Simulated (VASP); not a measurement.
# Sc2I (P4_2/nmc) in VASP: single point with PBE

Aim: the single point of Sc2I with PBE.

Everything below comes from runs of VASP 6.6.1. Logs are shortened: lines on timing, memory, paths and dates and some standing lists are left out, and cuts for length are marked.

## (1) The cell of the first run

It takes space group P4_2/nmc (No. 137, tetragonal). Conventional cell: a = 4.938 Å, b = 4.938 Å, c = 7.108 Å, α = 90.00°, β = 90.00°, γ = 90.00°. Sc (site symmetry 2mm) has 4 I at 2.86 to 3.25 Å and 6 Sc at 3.55 Å within 3.8 Å. Within 3.8 Å of I (site symmetry -4m2) lie 8 Sc at 2.86 to 3.25 Å.

## (2) Single point, PBE

Contents of INCAR:

```
PREC = Accurate ; ENCUT = 520
EDIFF = 1E-6 ; ISMEAR = 0
SIGMA = 0.1 ; LREAL = F
LASPH = T ; NELM = 100
ALGO = Normal ; ISIF = 2
LWAVE = F ; LCHARG = F
GGA = PE ; NBANDS = 38
```

Contents of KPOINTS:

```
regular mesh
0
Gamma
  4 4 4
```

Contents of POSCAR:

```
Sc2I
1.0
    4.9375239878      0.0000000000      0.0000000000
    0.0000000000      4.9375239878      0.0000000000
    0.0000000000      0.0000000000      7.1081342802
Sc I
4 2
Direct
    0.0000000000      0.5000000000      0.2030000000
    0.0000000000      0.5000000000      0.7030000000
    0.5000000000      0.0000000000      0.2970000000
    0.5000000000      0.0000000000      0.7970000000
    0.0000000000      0.0000000000      0.0000000000
    0.5000000000      0.5000000000      0.5000000000
```

Potentials or basis: VASP PAW PBE potentials, release 64 (Sc_sv, I).

On the command line:

```sh
> cat potpaw_PBE.64/Sc_sv/POTCAR potpaw_PBE.64/I/POTCAR > POTCAR
> mpirun -np 1 vasp_std > vasp.out
```

OUTCAR:

```text
PREC = Accurate
   ENCUT = 520
   EDIFF = 1E-6
   ISMEAR = 0
   LREAL = F
   LASPH = T
   NELM = 100
   ISIF = 2
   GGA = PE

 ion  position               nearest neighbor table
   1  0.000  0.500  0.203-   5 2.86   5 2.86   6 3.25   6 3.25
   2  0.000  0.500  0.703-   6 2.86   6 2.86   5 3.25   5 3.25
   3  0.500  0.000  0.297-   6 2.86   6 2.86   5 3.25   5 3.25
   4  0.500  0.000  0.797-   5 2.86   5 2.86   6 3.25   6 3.25
   5  0.000  0.000  0.000-   1 2.86   4 2.86   1 2.86   4 2.86   3 3.25   2 3.25   3 3.25   2 3.25

   6  0.500  0.500  0.500-   2 2.86   3 2.86   3 2.86   2 2.86   1 3.25   4 3.25   1 3.25   4 3.25

  LATTYP: Found a simple tetragonal cell.
 ALAT       =     4.9375239878
 C/A-ratio  =     1.4396151386

  Lattice vectors:

 A1 = (   4.9375239878,   0.0000000000,   0.0000000000)
 A2 = (   0.0000000000,   4.9375239878,   0.0000000000)
 A3 = (   0.0000000000,   0.0000000000,   7.1081342802)

Analysis of symmetry for initial positions (statically):
=====================================================================
 Subroutine PRICEL returns:
 Original cell was already a primitive cell.

 Routine SETGRP: Setting up the symmetry group for a
 simple tetragonal supercell.

 Subroutine GETGRP returns: Found 16 space group operations
 (whereof  8 operations were pure point group operations)
 out of a pool of 16 trial point group operations.

The static configuration has the point symmetry D_2d.
 The point group associated with its full space group is D_4h.

Analysis of symmetry for dynamics (positions and initial velocities):
=====================================================================
 Subroutine PRICEL returns:
 Original cell was already a primitive cell.

 Routine SETGRP: Setting up the symmetry group for a
 simple tetragonal supercell.

 Subroutine GETGRP returns: Found 16 space group operations
 (whereof  8 operations were pure point group operations)
 out of a pool of 16 trial point group operations.

The dynamic configuration has the point symmetry D_2d.
 The point group associated with its full space group is D_4h.

 Subroutine INISYM returns: Found 16 space group operations
 (whereof  8 operations are pure point group operations),
 and found     1 'primitive' translations

----------------------------------------------------------------------------------------

                                     Primitive cell

  volume of cell :     173.2902

  direct lattice vectors                    reciprocal lattice vectors
     4.937523988  0.000000000  0.000000000     0.202530662  0.000000000  0.000000000
     0.000000000  4.937523988  0.000000000     0.000000000  0.202530662  0.000000000
     0.000000000  0.000000000  7.108134280     0.000000000  0.000000000  0.140683893

  length of vectors
     4.937523988  4.937523988  7.108134280     0.202530662  0.202530662  0.140683893

  position of ions in fractional coordinates (direct lattice)
     0.000000000  0.500000000  0.203000000
     0.000000000  0.500000000  0.703000000
     0.500000000  0.000000000  0.297000000
     0.500000000  0.000000000  0.797000000
     0.000000000  0.000000000  0.000000000
     0.500000000  0.500000000  0.500000000

  ion indices of the primitive-cell ions
   primitive index   ion index
                 1           1
                 2           2
                 3           3
                 4           4
                 5           5
                 6           6

----------------------------------------------------------------------------------------

 KPOINTS: regular mesh

Automatic generation of k-mesh.
 Grid dimensions read from file:
 generate k-points for:    4    4    4

 Generating k-lattice:

  Cartesian coordinates                     Fractional coordinates (reciprocal lattice)
     0.050632665  0.000000000  0.000000000     0.250000000  0.000000000  0.000000000
     0.000000000  0.050632665  0.000000000     0.000000000  0.250000000  0.000000000
     0.000000000  0.000000000  0.035170973     0.000000000  0.000000000  0.250000000

  Length of vectors
     0.050632665  0.050632665  0.035170973

  Shift w.r.t. Gamma in fractional coordinates (k-lattice)
     0.000000000  0.000000000  0.000000000

 Subroutine IBZKPT returns following result:
 ===========================================

 Found     18 irreducible k-points:

 Following reciprocal coordinates:
            Coordinates               Weight
  0.000000  0.000000  0.000000      1.000000
  0.250000  0.000000  0.000000      4.000000
  0.500000  0.000000  0.000000      2.000000
  0.250000  0.250000  0.000000      4.000000
  0.500000  0.250000  0.000000      4.000000
  0.500000  0.500000  0.000000      1.000000
[... 10 lines left out ...]
  0.500000  0.250000  0.500000      4.000000
  0.500000  0.500000  0.500000      1.000000
   k-points           NKPTS =     18   k-points in BZ     NKDIM =     18   number of bands    NBANDS=     38
   number of dos      NEDOS =    301   number of ions     NIONS =      6
   total plane-waves  NPLWV =  86400
   dimension x,y,z NGX =    40 NGY =   40 NGZ =   54
   dimension x,y,z NGXF=    80 NGYF=   80 NGZF=  108
   ions per type =               4   2
   NGX,Y,Z   is equivalent  to a cutoff of  13.47, 13.47, 12.63 a.u.
   NGXF,Y,Z  is equivalent  to a cutoff of  26.94, 26.94, 25.26 a.u.
 SYSTEM =  unknown system
   PREC   = accura    normal or accurate (medium, high low for compatibility)
   ISTART =      0    job   : 0-new  1-cont  2-samecut
   ICHARG =      2    charge: 1-file 2-atom 10-const
   ISPIN  =      1    spin polarized calculation?
   LNONCOLLINEAR =      F non collinear calculations
   LSORBIT =      F    spin-orbit coupling
   LASPH  =      T    aspherical Exc in radial PAW
   ENCUT  =  520.0 eV  38.22 Ry    6.18 a.u.   9.18  9.18 13.22*2*pi/ulx,y,z
   NELM   =    100;   NELMIN=  2; NELMDL= -5     # of ELM steps
   EDIFF  = 0.1E-05   stopping-criterion for ELM
   LREAL  =      F    real-space projection
   EDIFFG = 0.1E-04   stopping-criterion for IOM
   NSW    =      0    number of steps for IOM
   IBRION =     -1    ionic relax: 0-MD 1-quasi-New 2-CG
   NFREE  =      0    steps in history (QN), initial steepest desc. (CG)
   ISIF   =      2    stress and relaxation
   ISYM   =      2    0-nonsym 1-usesym 2-fastsym
   POTIM  = 0.5000    time-step for ionic-motion
   TEBEG  =    0.0;   TEEND  =   0.0 temperature during run
   PSTRESS=    0.0 pullay stress
   NELECT =      58.0000    total number of electrons
   NUPDOWN=      -1.0000    fix difference up-down
   EMIN   =  10.00;   EMAX   =-10.00  energy-range for DOS
   EFERMI =   0.00;   METHOD = LEGACY
   ISMEAR =     0;   SIGMA  =   0.10  broadening in eV -4-tet -1-fermi 0-gaus
   EFERMI_NEDOS =   21; number of points for ismear=-14 and -15
   IALGO  =     38    algorithm
   IMIX   =      4    mixing-type and parameters
     AMIX     =   0.40;   BMIX     =  1.00
     AMIX_MAG =   1.60;   BMIX_MAG =  1.00
  volume/ion in A,a.u.               =      28.88       194.90
  Fermi-wavevector in a.u.,A,eV,Ry     =   1.136648  2.147954 17.578313  1.291970
  Thomas-Fermi vector in A             =   2.273353
   LORBIT       =      0    0 simple, 1 ext, 2 COOP (PROOUT), +10 PAW based schemes
   GGA     = PE    functional components
   LHFCALC =     F    Hartree Fock is set to
   AEXX    =    0.0000 exact exchange contribution
   IVDW    =     0    specifies the selected vdW correction
   LEPSILON=     F    determine dielectric tensor
   LRPA    =     F    only Hartree local field effects (RPA)
 non-spin polarized calculation
 Gauss-broadening in eV      SIGMA  =   0.10
  energy-cutoff  :      520.00
  volume of cell :      173.29
 maximum number of plane-waves:      4686
 NGX is ok and might be reduce to    40
   NGX = 19   NGY = 19   NGZ = 27

 number of electron      57.9999992 magnetization

 Free energy of the ion-electron system (eV)
  ---------------------------------------------------
  ext. energy  EPLUGINS =         0.00000000
  ---------------------------------------------------
  free energy    TOTEN  =       -26.56755265 eV

  energy without entropy =      -26.49567068  energy(sigma->0) =      -26.53161166

 E-fermi :   5.2267     XC(G=0):  -9.3515

 val. band max:        5.2208483275   @ k =   0.2500   0.2500   0.0000
 cond. band min:       5.2326664370   @ k =   0.5000   0.2500   0.0000
 fundamental gap:      0.0118181095
 Fermi energy:         5.2266993154

 k-point     1 :       0.0000    0.0000    0.0000
  band No.  band energies     occupation
      1     -44.7100      2.00000
      2     -44.7024      2.00000
      3     -44.6955      2.00000
      4     -44.6892      2.00000
      5     -23.4392      2.00000
      6     -23.4249      2.00000
[... 30 lines left out ...]
     37       6.9620      0.00000
     38       7.6438      0.00000

 k-point     2 :       0.2500    0.0000    0.0000
  band No.  band energies     occupation
      1     -44.7078      2.00000
      2     -44.7004      2.00000
      3     -44.6976      2.00000
      4     -44.6911      2.00000
      5     -23.4380      2.00000
      6     -23.4168      2.00000
[... 30 lines left out ...]
     37       6.6998      0.00000
     38       7.3513      0.00000

 k-point     3 :       0.5000    0.0000    0.0000
  band No.  band energies     occupation
      1     -44.7027      2.00000
      2     -44.7027      2.00000
      3     -44.6957      2.00000
      4     -44.6957      2.00000
      5     -23.4291      2.00000
      6     -23.4291      2.00000
[... 30 lines left out ...]
     37       6.9560      0.00000
     38       6.9621      0.00000

 k-point     4 :       0.2500    0.2500    0.0000
  band No.  band energies     occupation
      1     -44.7063      2.00000
      2     -44.6990      2.00000
      3     -44.6990      2.00000
      4     -44.6924      2.00000
      5     -23.4339      2.00000
      6     -23.4260      2.00000
[... 30 lines left out ...]
     37       6.7117      0.00000
     38       7.0767      0.00000
[... 457 lines left out ...]
      4     -44.6957      2.00000
      5     -23.4183      2.00000
      6     -23.4183      2.00000
[... 30 lines left out ...]
     37       6.6838      0.00000
     38       6.6841      0.00000

 k-point    17 :       0.5000    0.2500    0.5000
  band No.  band energies     occupation
      1     -44.6992      2.00000
      2     -44.6992      2.00000
      3     -44.6991      2.00000
      4     -44.6991      2.00000
      5     -23.4126      2.00000
      6     -23.4126      2.00000
[... 30 lines left out ...]
     37       6.5774      0.00000
     38       6.5775      0.00000

 k-point    18 :       0.5000    0.5000    0.5000
  band No.  band energies     occupation
      1     -44.6991      2.00000
      2     -44.6991      2.00000
      3     -44.6991      2.00000
      4     -44.6991      2.00000
      5     -23.4277      2.00000
      6     -23.4277      2.00000
[... 30 lines left out ...]
     37       6.5322      0.00000
     38       6.5325      0.00000

------------------------ aborting loop because EDIFF is reached ----------------------------------------

  FORCE on cell =-STRESS in cart. coord.  units (eV):
  Direction    XX          YY          ZZ          XY          YZ          ZX
  --------------------------------------------------------------------------------------
  -------------------------------------------------------------------------------------
  Total       -0.8261259     -0.8261259     -3.4381827      0.0000000      0.0000000      0.0000000
  in kB       -7.6380547     -7.6380547    -31.7881660      0.0000000      0.0000000      0.0000000
  external PRESSURE =     -15.6880918 kB  Pullay stress =       0.0000000 kB

 VOLUME and BASIS-vectors are now :
 -----------------------------------------------------------------------------
  energy-cutoff  :      520.00
  volume of cell :      173.29
      direct lattice vectors                 reciprocal lattice vectors
     4.937523988  0.000000000  0.000000000     0.202530662  0.000000000  0.000000000
     0.000000000  4.937523988  0.000000000     0.000000000  0.202530662  0.000000000
     0.000000000  0.000000000  7.108134280     0.000000000  0.000000000  0.140683893

 POSITION                                       TOTAL-FORCE (eV/Angst)
 -----------------------------------------------------------------------------------
      0.00000      2.46876      1.44295         0.000000      0.000000      0.317778
      0.00000      2.46876      4.99702         0.000000      0.000000      0.317778
      2.46876      0.00000      2.11112         0.000000     -0.000000     -0.317778
      2.46876      0.00000      5.66518        -0.000000      0.000000     -0.317778
      0.00000      0.00000      0.00000         0.000000     -0.000000      0.000000
      2.46876      2.46876      3.55407        -0.000000      0.000000      0.000000
 -----------------------------------------------------------------------------------
    total drift:                               -0.000000      0.000000      0.000000

  FREE ENERGIE OF THE ION-ELECTRON SYSTEM (eV)
  ---------------------------------------------------
  free  energy   TOTEN  =       -26.5675526513 eV

  energy  without entropy=      -26.4956706772  energy(sigma->0) =      -26.53161166
```

Run time: 60 s. Hardware: 1 thread of Intel Xeon 6975P-C (Granite Rapids), shared host; peak memory 0.33 GiB.

Results:

* Free energy: -26.5676 eV
* Pressure: -1.6 GPa
* Largest force: 0.318 eV/Å
* Band gap on the k mesh: zero (bands 29 and 30 overlap by 0.35 eV)

Forces in eV/Å, atoms in the order of the input:
```
Sc   0.000  0.000  0.318
Sc   0.000  0.000  0.318
Sc   0.000  0.000 -0.318
Sc   0.000  0.000 -0.318
I    0.000  0.000  0.000
I    0.000  0.000  0.000
```

Stress tensor (GPa, compression positive):
```
-0.76  0.00  0.00
 0.00 -0.76  0.00
 0.00  0.00 -3.18
```

Levels at points of the mesh, in eV from the Fermi level:
```csv
k point,band 25,band 26,band 27,band 28,band 29,band 30,band 31,band 32,band 33,band 34
"(0.00, 0.00, 0.00)",-1.89,-1.32,-0.92,-0.53,-0.35,0.18,1.01,1.01,1.39,1.39
"(0.50, 0.00, 0.00)",-0.61,-0.61,-0.20,-0.20,-0.11,-0.11,0.63,0.63,0.70,0.70
"(0.50, 0.50, 0.00)",-1.30,-1.30,-0.83,-0.83,0.11,0.11,0.82,0.82,0.95,0.95
"(0.00, 0.00, 0.50)",-0.84,-0.84,-0.21,-0.21,-0.05,-0.05,0.37,0.37,1.05,1.05
"(0.50, 0.00, 0.50)",-0.48,-0.48,-0.12,-0.12,-0.08,-0.08,0.47,0.47,0.71,0.71
"(0.50, 0.50, 0.50)",-1.00,-1.00,-0.18,-0.18,-0.18,-0.18,0.70,0.70,1.03,1.03
```

Caveat: spin-orbit coupling is left out, which moves the levels of the heavy elements.
